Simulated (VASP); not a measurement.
# TePb (Fm-3m) in VASP: further runs

TePb is run at these levels: r2SCAN; tasks: single point.

All numbers are computed with VASP 6.6.1; they aren't measurements. Logs are shortened: lines on timing, memory, paths and dates and some standing lists are left out, and cuts for length are marked.

## Step 1: The cell of the first run

The structure is cubic, space group Fm-3m (No. 225). Conventional cell: a = 6.403 Å, b = 6.403 Å, c = 6.403 Å, α = 90.00°, β = 90.00°, γ = 90.00°. Te (site symmetry m-3m) has 6 Pb at 3.20 Å within 4.2 Å. Within 4.2 Å of Pb (site symmetry m-3m) lie 6 Te at 3.20 Å.

## Step 2: Single point, r2SCAN (32.81 Å³/atom)

Input file POSCAR:

```
TePb
1.0
    0.0000000000      3.2013925696      3.2013925696
    3.2013925696      0.0000000000      3.2013925696
    3.2013925696      3.2013925696      0.0000000000
Te Pb
1 1
Direct
    0.5000000000      0.5000000000      0.5000000000
    0.0000000000      0.0000000000      0.0000000000
```

Input file INCAR.step1:

```
  PREC = Accurate
  ENCUT = 550
  ISMEAR = 0
  SIGMA = 0.02
  LREAL = False
  LASPH = True
  NELM = 120
  NBANDS = 17
  GGA = PE
  ALGO = Normal
  EDIFF = 1E-5
  LWAVE = True
  LCHARG = False
  GGA_COMPAT = False
```

Input file INCAR.step2:

```
  PREC = Accurate
  ENCUT = 550
  EDIFF = 1E-6
  ISMEAR = 0
  SIGMA = 0.02
  LREAL = False
  LASPH = True
  NELM = 120
  ALGO = Normal
  ISIF = 2
  LWAVE = False
  LCHARG = False
  METAGGA = R2SCAN
  LMIXTAU = True
  NBANDS = 17
  ISTART = 1
  GGA_COMPAT = False
```

Input file KPOINTS:

```
Automatic mesh
0
Gamma
  8 8 8
```

Potentials or basis: VASP PAW PBE potentials, release 64 (Te, Pb_d).

The run is started by

```
$ cat potpaw_PBE.64/Te/POTCAR potpaw_PBE.64/Pb_d/POTCAR > POTCAR
$ cp INCAR.step1 INCAR
$ mpirun -np 1 vasp_std > vasp.out
$ cp INCAR.step2 INCAR
$ mpirun -np 1 vasp_std > vasp.out
```

OUTCAR:

```text
PREC = Accurate
   ENCUT = 550
   EDIFF = 1E-6
   ISMEAR = 0
   LREAL = False
   LASPH = True
   NELM = 120
   ISIF = 2
   METAGGA = R2SCAN
   ISTART = 1

 ion  position               nearest neighbor table
   1  0.500  0.500  0.500-   2 3.20   2 3.20   2 3.20   2 3.20   2 3.20   2 3.20
   2  0.000  0.000  0.000-   1 3.20   1 3.20   1 3.20   1 3.20   1 3.20   1 3.20

  LATTYP: Found a face centered cubic cell.
 ALAT       =     6.4027851392

  Lattice vectors:

 A1 = (   0.0000000000,   3.2013925696,   3.2013925696)
 A2 = (   3.2013925696,   0.0000000000,   3.2013925696)
 A3 = (   3.2013925696,   3.2013925696,   0.0000000000)

Analysis of symmetry for initial positions (statically):
=====================================================================
 Subroutine PRICEL returns:
 Original cell was already a primitive cell.

 Routine SETGRP: Setting up the symmetry group for a
 face centered cubic supercell.

 Subroutine GETGRP returns: Found 48 space group operations
 (whereof 48 operations were pure point group operations)
 out of a pool of 48 trial point group operations.

The static configuration has the point symmetry O_h .

Analysis of symmetry for dynamics (positions and initial velocities):
=====================================================================
 Subroutine PRICEL returns:
 Original cell was already a primitive cell.

 Routine SETGRP: Setting up the symmetry group for a
 face centered cubic supercell.

 Subroutine GETGRP returns: Found 48 space group operations
 (whereof 48 operations were pure point group operations)
 out of a pool of 48 trial point group operations.

The dynamic configuration has the point symmetry O_h .

 Subroutine INISYM returns: Found 48 space group operations
 (whereof 48 operations are pure point group operations),
 and found     1 'primitive' translations

----------------------------------------------------------------------------------------

                                     Primitive cell

  volume of cell :      65.6216

  direct lattice vectors                    reciprocal lattice vectors
     0.000000000  3.201392570  3.201392570    -0.156182033  0.156182033  0.156182033
     3.201392570  0.000000000  3.201392570     0.156182033 -0.156182033  0.156182033
     3.201392570  3.201392570  0.000000000     0.156182033  0.156182033 -0.156182033

  length of vectors
     4.527452790  4.527452790  4.527452790     0.270515216  0.270515216  0.270515216

  position of ions in fractional coordinates (direct lattice)
     0.500000000  0.500000000  0.500000000
     0.000000000  0.000000000  0.000000000

  ion indices of the primitive-cell ions
   primitive index   ion index
                 1           1
                 2           2

----------------------------------------------------------------------------------------

 KPOINTS: Automatic mesh

Automatic generation of k-mesh.
 Grid dimensions read from file:
 generate k-points for:    8    8    8

 Generating k-lattice:

  Cartesian coordinates                     Fractional coordinates (reciprocal lattice)
    -0.019522754  0.019522754  0.019522754     0.125000000  0.000000000  0.000000000
     0.019522754 -0.019522754  0.019522754     0.000000000  0.125000000  0.000000000
     0.019522754  0.019522754 -0.019522754     0.000000000  0.000000000  0.125000000

  Length of vectors
     0.033814402  0.033814402  0.033814402

  Shift w.r.t. Gamma in fractional coordinates (k-lattice)
     0.000000000  0.000000000  0.000000000

 Subroutine IBZKPT returns following result:
 ===========================================

 Found     29 irreducible k-points:

 Following reciprocal coordinates:
            Coordinates               Weight
  0.000000  0.000000  0.000000      1.000000
  0.125000  0.000000  0.000000      8.000000
  0.250000  0.000000  0.000000      8.000000
  0.375000  0.000000  0.000000      8.000000
  0.500000  0.000000  0.000000      4.000000
  0.125000  0.125000  0.000000      6.000000
[... 16 lines left out ...]
  0.500000  0.250000  0.125000     48.000000
 -0.375000  0.250000  0.125000     24.000000
 [... further k-points ...]
   k-points           NKPTS =     29   k-points in BZ     NKDIM =     29   number of bands    NBANDS=     17
   number of dos      NEDOS =    301   number of ions     NIONS =      2
   total plane-waves  NPLWV =  46656
   dimension x,y,z NGX =    36 NGY =   36 NGZ =   36
   dimension x,y,z NGXF=    72 NGYF=   72 NGZF=   72
   ions per type =               1   1
   NGX,Y,Z   is equivalent  to a cutoff of  13.22, 13.22, 13.22 a.u.
   NGXF,Y,Z  is equivalent  to a cutoff of  26.44, 26.44, 26.44 a.u.
 SYSTEM =  unknown system
   PREC   = accura    normal or accurate (medium, high low for compatibility)
   ISTART =      1    job   : 0-new  1-cont  2-samecut
   ICHARG =      0    charge: 1-file 2-atom 10-const
   ISPIN  =      1    spin polarized calculation?
   LNONCOLLINEAR =      F non collinear calculations
[... 99 lines left out ...]
      3     -11.5253      2.00000
      4     -11.5111      2.00000
      5     -11.5111      2.00000
      6      -5.7013      2.00000
[... 9 lines left out ...]
     16      14.4242      0.00000
     17      17.3002      0.00000

 k-point     5 :       0.5000    0.0000    0.0000
  band No.  band energies     occupation
      1     -11.5612      2.00000
      2     -11.5612      2.00000
      3     -11.5251      2.00000
      4     -11.5080      2.00000
      5     -11.5080      2.00000
      6      -5.2949      2.00000
[... 9 lines left out ...]
     16      15.5653      0.00000
     17      15.6513      0.00000

 k-point     6 :       0.1250    0.1250    0.0000
  band No.  band energies     occupation
      1     -11.5504      2.00000
      2     -11.5403      2.00000
      3     -11.5290      2.00000
      4     -11.5234      2.00000
      5     -11.5234      2.00000
      6      -6.6881      2.00000
[... 9 lines left out ...]
     16      12.8499      0.00000
     17      14.4121      0.00000

 k-point     7 :       0.2500    0.1250    0.0000
  band No.  band energies     occupation
      1     -11.5597      2.00000
      2     -11.5423      2.00000
      3     -11.5290      2.00000
      4     -11.5188      2.00000
      5     -11.5171      2.00000
      6      -6.3576      2.00000
[... 9 lines left out ...]
     16      13.7402      0.00000
     17      15.5401      0.00000

 k-point     8 :       0.3750    0.1250    0.0000
  band No.  band energies     occupation
      1     -11.5675      2.00000
      2     -11.5493      2.00000
      3     -11.5263      2.00000
      4     -11.5142      2.00000
      5     -11.5099      2.00000
      6      -5.8029      2.00000
[... 9 lines left out ...]
     16      14.9725      0.00000
     17      16.9164      0.00000
[... 203 lines left out ...]
      1     -11.6136      2.00000
      2     -11.5353      2.00000
      3     -11.5336      2.00000
      4     -11.5013      2.00000
      5     -11.5000      2.00000
      6      -5.0517      2.00000
[... 9 lines left out ...]
     16      16.7186      0.00000
     17      17.0810      0.00000

 k-point    20 :      -0.3750    0.3750    0.0000
  band No.  band energies     occupation
      1     -11.6026      2.00000
      2     -11.5418      2.00000
      3     -11.5284      2.00000
      4     -11.5060      2.00000
      5     -11.5020      2.00000
      6      -4.8890      2.00000
[... 9 lines left out ...]
     16      15.4234      0.00000
     17      17.5210      0.00000

 k-point    21 :       0.5000    0.5000    0.0000
  band No.  band energies     occupation
      1     -11.6231      2.00000
      2     -11.5385      2.00000
      3     -11.5294      2.00000
      4     -11.4979      2.00000
      5     -11.4979      2.00000
      6      -4.9905      2.00000
[... 9 lines left out ...]
     16      17.5459      0.00000
     17      17.7508      0.00000

 k-point    22 :       0.3750    0.2500    0.1250
  band No.  band energies     occupation
      1     -11.5707      2.00000
      2     -11.5440      2.00000
      3     -11.5287      2.00000
      4     -11.5136      2.00000
      5     -11.5124      2.00000
      6      -5.9596      2.00000
[... 9 lines left out ...]
     16      15.1155      0.00000
     17      15.3759      0.00000

 k-point    23 :       0.5000    0.2500    0.1250
  band No.  band energies     occupation
      1     -11.5779      2.00000
      2     -11.5498      2.00000
      3     -11.5246      2.00000
      4     -11.5121      2.00000
      5     -11.5074      2.00000
      6      -5.4069      2.00000
[... 9 lines left out ...]
     16      15.3191      0.00000
     17      16.5849      0.00000

 k-point    24 :      -0.3750    0.2500    0.1250
  band No.  band energies     occupation
      1     -11.5801      2.00000
      2     -11.5529      2.00000
      3     -11.5207      2.00000
      4     -11.5141      2.00000
      5     -11.5049      2.00000
      6      -5.0696      2.00000
[... 9 lines left out ...]
     16      16.1765      0.00000
     17      16.6824      0.00000

 [... further k-points ...]

------------------------ aborting loop because EDIFF is reached ----------------------------------------

  FORCE on cell =-STRESS in cart. coord.  units (eV):
  Direction    XX          YY          ZZ          XY          YZ          ZX
  --------------------------------------------------------------------------------------
  -------------------------------------------------------------------------------------
  Total        1.2145910      1.2145910      1.2145910      0.0000000      0.0000000      0.0000000
  in kB       29.6547221     29.6547221     29.6547221      0.0000000      0.0000000      0.0000000
  external PRESSURE =      29.6547221 kB  Pullay stress =       0.0000000 kB

 VOLUME and BASIS-vectors are now :
 -----------------------------------------------------------------------------
  energy-cutoff  :      550.00
  volume of cell :       65.62
      direct lattice vectors                 reciprocal lattice vectors
     0.000000000  3.201392570  3.201392570    -0.156182033  0.156182033  0.156182033
     3.201392570  0.000000000  3.201392570     0.156182033 -0.156182033  0.156182033
     3.201392570  3.201392570  0.000000000     0.156182033  0.156182033 -0.156182033

 POSITION                                       TOTAL-FORCE (eV/Angst)
 -----------------------------------------------------------------------------------
      3.20139      3.20139      3.20139         0.000000      0.000000      0.000000
      0.00000      0.00000      0.00000        -0.000000      0.000000     -0.000000
 -----------------------------------------------------------------------------------
    total drift:                               -0.000000      0.000000      0.000000

  FREE ENERGIE OF THE ION-ELECTRON SYSTEM (eV)
  ---------------------------------------------------
  free  energy   TOTEN  =       -82.6690495579 eV

  energy  without entropy=      -82.6690495579  energy(sigma->0) =      -82.66904956
```

Run time: 66 s. Hardware: 1 thread of Intel Xeon 6975P-C (Granite Rapids), shared host; peak memory 0.23 GiB.

Results:

```yaml
Free_energy: -82.6690 eV
Pressure: 3.0 GPa
Band_gap_on_the_k_mesh: 0.96 eV
```

Caveat: the PAW data sets were made with another functional, which shifts forces and pressure a little; spin-orbit coupling is left out, which moves the levels of the heavy elements.

## Step 3: Single point, r2SCAN (33.86 Å³/atom)

This run uses another cell than the first one, of 33.86 Å³/atom.

Input file POSCAR:

```
TePb
1.0
    0.0000000000      3.2350939154      3.2350939154
    3.2350939154      0.0000000000      3.2350939154
    3.2350939154      3.2350939154      0.0000000000
Te Pb
1 1
Direct
    0.5000000000      0.5000000000      0.5000000000
    0.0000000000      0.0000000000      0.0000000000
```

Input file INCAR.step1:

```
SYSTEM = TePb
  PREC = Accurate
  ENCUT = 550
  ISMEAR = 0
  SIGMA = 0.02
  LREAL = .False.
  LASPH = .True.
  NELM = 120
  NBANDS = 17
  GGA = PE
  ALGO = Normal
  EDIFF = 1E-5
  LWAVE = .True.
  LCHARG = .False.
  GGA_COMPAT = .False.
```

Input file INCAR.step2:

```
SYSTEM = TePb
  PREC = Accurate
  ENCUT = 550
  EDIFF = 1E-6
  ISMEAR = 0
  SIGMA = 0.02
  LREAL = .False.
  LASPH = .True.
  NELM = 120
  ALGO = Normal
  ISIF = 2
  LWAVE = .False.
  LCHARG = .False.
  METAGGA = R2SCAN
  LMIXTAU = .True.
  NBANDS = 17
  ISTART = 1
  GGA_COMPAT = .False.
```

Input file KPOINTS:

```
regular mesh
0
Gamma
  8 8 8
  0 0 0
```

Potentials or basis: VASP PAW PBE potentials, release 64 (Te, Pb_d).

The run is started by

```
$ cat potpaw_PBE.64/Te/POTCAR potpaw_PBE.64/Pb_d/POTCAR > POTCAR
$ cp INCAR.step1 INCAR
$ mpirun -np 1 vasp_std > vasp.out
$ cp INCAR.step2 INCAR
$ mpirun -np 1 vasp_std > vasp.out
```

Wall time 67 s (1 thread of Intel Xeon 6975P-C (Granite Rapids), shared host); peak memory 0.23 GiB.

It converged, with:

```
Free energy            : -82.6974 eV
Pressure               : 1.3 GPa
Band gap on the k mesh : 1.03 eV
```

Levels at points of the mesh, in eV from the valence-band top:
```tsv
k point	band 6	band 7	band 8	band 9	band 10	band 11	band 12	band 13	band 14	band 15
(0.00, 0.00, 0.00)	-12.49	-5.65	-1.49	-1.49	-1.49	4.34	4.34	4.34	6.19	6.19
(0.50, 0.00, 0.00)	-10.99	-8.88	-1.01	-1.01	0.00	1.03	1.42	1.42	8.94	9.68
(0.50, 0.50, 0.00)	-10.72	-7.50	-4.66	-2.95	-2.95	3.60	5.81	5.81	7.15	10.51
```

Caveat: the PAW data sets were made with another functional, which shifts forces and pressure a little; spin-orbit coupling is left out, which moves the levels of the heavy elements.

## Step 4: Single point, r2SCAN (35.95 Å³/atom)

This run uses another cell than the first one, of 35.95 Å³/atom.

Input file POSCAR:

```
TePb
1.0
    0.0000000000      3.3004669610      3.3004669610
    3.3004669610      0.0000000000      3.3004669610
    3.3004669610      3.3004669610      0.0000000000
Te Pb
1 1
Direct
    0.5000000000      0.5000000000      0.5000000000
    0.0000000000      0.0000000000      0.0000000000
```

Input file INCAR.step1:

```
SYSTEM = TePb
ALGO = Normal
EDIFF = 1E-5
ENCUT = 550
GGA = PE
GGA_COMPAT = .FALSE.
ISMEAR = 0
LASPH = .TRUE.
LCHARG = .FALSE.
LREAL = .FALSE.
LWAVE = .TRUE.
NBANDS = 17
NELM = 120
PREC = Accurate
SIGMA = 0.02
```

Input file INCAR.step2:

```
SYSTEM = TePb
ALGO = Normal
EDIFF = 1E-6
ENCUT = 550
GGA_COMPAT = .FALSE.
ISIF = 2
ISMEAR = 0
ISTART = 1
LASPH = .TRUE.
LCHARG = .TRUE.
LELF = .TRUE.
LMIXTAU = .TRUE.
LREAL = .FALSE.
LVHAR = .TRUE.
LWAVE = .FALSE.
METAGGA = R2SCAN
NBANDS = 17
NELM = 120
PREC = Accurate
SIGMA = 0.02
```

Input file KPOINTS:

```
k-points
0
G
  8 8 8
  0 0 0
```

The run is started by

```
$ cat potpaw_PBE.64/Te/POTCAR potpaw_PBE.64/Pb_d/POTCAR > POTCAR
$ cp INCAR.step1 INCAR
$ mpirun -np 1 vasp_std > vasp.out
$ cp INCAR.step2 INCAR
$ mpirun -np 1 vasp_std > vasp.out
```

Wall time 62 s (1 thread of Intel Xeon 6975P-C (Granite Rapids), shared host); peak memory 0.23 GiB.

The run converged. Its results:

```
Free energy            : -82.6985 eV
Pressure               : -1.2 GPa
Band gap on the k mesh : 1.15 eV
```

Levels at points of the mesh, in eV from the valence-band top:
```csv
k point,band 6,band 7,band 8,band 9,band 10,band 11,band 12,band 13,band 14,band 15
"(0.00, 0.00, 0.00)",-11.97,-5.79,-1.23,-1.23,-1.23,4.29,4.29,4.29,6.34,6.34
"(0.50, 0.00, 0.00)",-10.62,-8.55,-0.80,-0.80,0.00,1.15,1.59,1.59,8.87,9.54
"(0.50, 0.50, 0.00)",-10.42,-7.39,-4.17,-2.58,-2.58,3.87,5.60,5.60,6.80,10.41
```

Caveat: the PAW data sets were made with another functional, which shifts forces and pressure a little; spin-orbit coupling is left out, which moves the levels of the heavy elements. A k mesh can miss the band edges.

## Step 5: Single point, r2SCAN (37.00 Å³/atom)

This run uses another cell than the first one, of 37.00 Å³/atom.

Input file POSCAR:

```
TePb
1.0
    0.0000000000      3.3322041672      3.3322041672
    3.3322041672      0.0000000000      3.3322041672
    3.3322041672      3.3322041672      0.0000000000
Te Pb
1 1
Direct
    0.5000000000      0.5000000000      0.5000000000
    0.0000000000      0.0000000000      0.0000000000
```

Input file INCAR.step1:

```
PREC = Accurate ; ENCUT = 550
ISMEAR = 0 ; SIGMA = 0.02
LREAL = F ; LASPH = T
NELM = 120 ; NBANDS = 17
GGA = PE ; ALGO = Normal
EDIFF = 1E-5 ; LWAVE = T
LCHARG = F ; GGA_COMPAT = F
```

Input file INCAR.step2:

```
PREC = Accurate ; ENCUT = 550
EDIFF = 1E-6 ; ISMEAR = 0
SIGMA = 0.02 ; LREAL = F
LASPH = T ; NELM = 120
ALGO = Normal ; ISIF = 2
LWAVE = F ; LCHARG = F
METAGGA = R2SCAN ; LMIXTAU = T
NBANDS = 17 ; ISTART = 1
GGA_COMPAT = F
```

Input file KPOINTS:

```
Automatic mesh
0
Gamma
  8 8 8
```

The run is started by

```
$ cat potpaw_PBE.64/Te/POTCAR potpaw_PBE.64/Pb_d/POTCAR > POTCAR
$ cp INCAR.step1 INCAR
$ mpirun -np 1 vasp_std > vasp.out
$ cp INCAR.step2 INCAR
$ mpirun -np 1 vasp_std > vasp.out
```

It took 62 s on 1 thread of Intel Xeon 6975P-C (Granite Rapids), shared host; peak memory 0.23 GiB.

The run converged. Its results:

- Free energy: -82.6766 eV
- Pressure: -2.2 GPa
- Band gap on the k mesh: 1.20 eV

Levels at points of the mesh, in eV from the valence-band top:
| k point | band 7 | band 8 | band 9 | band 10 | band 11 | band 12 | band 13 | band 14 |
| --- | --- | --- | --- | --- | --- | --- | --- | --- |
| (0.00, 0.00, 0.00) | -5.86 | -1.12 | -1.12 | -1.12 | 4.25 | 4.25 | 4.25 | 6.41 |
| (0.50, 0.00, 0.00) | -8.41 | -0.70 | -0.70 | 0.00 | 1.20 | 1.66 | 1.66 | 8.83 |
| (0.50, 0.50, 0.00) | -7.35 | -3.95 | -2.41 | -2.41 | 3.99 | 5.50 | 5.50 | 6.63 |

Caveat: the PAW data sets were made with another functional, which shifts forces and pressure a little; spin-orbit coupling is left out, which moves the levels of the heavy elements. A k mesh can miss the band edges.

## Step 6: Overview

| cell | gap on the mesh (eV) | pressure (GPa) |
| --- | --- | --- |
| a = 4.527 Å, angles 60.0°, 2 atoms | 0.96 | 3.0 |
| a = 4.575 Å, angles 60.0°, 2 atoms | 1.03 | 1.3 |
| a = 4.668 Å, angles 60.0°, 2 atoms | 1.15 | -1.2 |
| a = 4.712 Å, angles 60.0°, 2 atoms | 1.20 | -2.2 |

Alike in all rows: task single point; level r2SCAN; potentials or basis VASP PAW PBE potentials, release 64 (Te, Pb_d); no spin polarisation; k mesh 8 × 8 × 8; cutoff (eV) 550; smearing gaussian 0.02 eV.

Caveats: the PAW data sets were made with another functional, which shifts forces and pressure a little; spin-orbit coupling is left out, which moves the levels of the heavy elements.

Absolute energies hang on the potentials; compare differences alone.
